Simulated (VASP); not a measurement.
A run of VASP 6.6.1:

File INCAR:

```
  ALGO = Normal
  EDIFF = 1E-6
  ENCUT = 500
  GGA = PS
  GGA_COMPAT = F
  ISIF = 2
  ISMEAR = -1
  LASPH = T
  LCHARG = T
  LELF = T
  LREAL = F
  LVHAR = T
  LWAVE = F
  NBANDS = 30
  NELM = 120
  PREC = Accurate
  SIGMA = 0.05
```

Contents of KPOINTS:

```
k-points
0
Gamma
  5 5 5
```

Contents of POSCAR:

```
In3As
1.0
    4.6716810000      0.0000000000      0.0000000000
    0.0000000000      4.6716810000      0.0000000000
    0.0000000000      0.0000000000      4.6716810000
In As
3 1
Direct
    0.0000000000      0.5000000000      0.5000000000
    0.5000000000      0.0000000000      0.5000000000
    0.5000000000      0.5000000000      0.0000000000
    0.0000000000      0.0000000000      0.0000000000
```

Potentials or basis: VASP PAW PBE potentials, release 64 (In_d, As).

Launch:

```console
$ cat potpaw_PBE.64/In_d/POTCAR potpaw_PBE.64/As/POTCAR > POTCAR
$ mpirun -np 1 vasp_std > vasp.out
```

Hardware: 1 thread of Intel Xeon 8259CL, on a shared host.

Task: Estimate the wall time of this run.

Result: Wall time 52 s on 1 thread of Intel Xeon 8259CL, on a shared host, peak memory 0.2 GiB. Counts: scf iterations 12, k points 10.
